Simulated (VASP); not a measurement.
Here is a VASP 6.6.1 calculation.

The input INCAR:

```
SYSTEM = P
ALGO     = Normal         ! electronic algorithm
EDIFF    = 1E-7           ! SCF threshold, eV
ENCUT    = 520            ! plane-wave cutoff, eV
GGA      = PE             ! functional
ISIF     = 2              ! what is computed and relaxed
ISMEAR   = -1             ! smearing method
LASPH    = .True.         ! aspherical terms in the spheres
LCHARG   = .False.        ! write CHGCAR
LREAL    = .False.        ! projectors in reciprocal space
LWAVE    = .False.        ! write WAVECAR
NBANDS   = 12             ! bands
NELM     = 100            ! most SCF steps
PREC     = Accurate       ! precision mode
SIGMA    = 0.1            ! smearing width, eV
```

Contents of KPOINTS:

```
k-points
0
Gamma
  14 14 11
  0 0 0
```

File POSCAR:

```
P
1.0
   -2.6870751213      3.0387754380      1.2828129973
    3.0387754380     -2.6870751213      1.2828129973
    2.3283032306      2.3283032306     -0.6386732231
P
2
Direct
    0.9668659313      0.0331340687      1.0000000000
    0.7831340687      0.2168659313      0.5000000000
```

Potentials or basis: VASP PAW PBE potentials, release 64 (P).

Launch:

```console
$ cat potpaw_PBE.64/P/POTCAR > POTCAR
$ mpirun -np 1 vasp_std > vasp.out
```

Question: Estimate the pressure.

Answer: -0.2 GPa.

Question: Predict the band gap on the k mesh.

Answer: Zero (bands 5 and 6 overlap by 7.84 eV).

Forces in eV/Å, atoms in the order of the input:
```
P    0.049 -0.049  0.000
P   -0.049  0.049  0.000
```
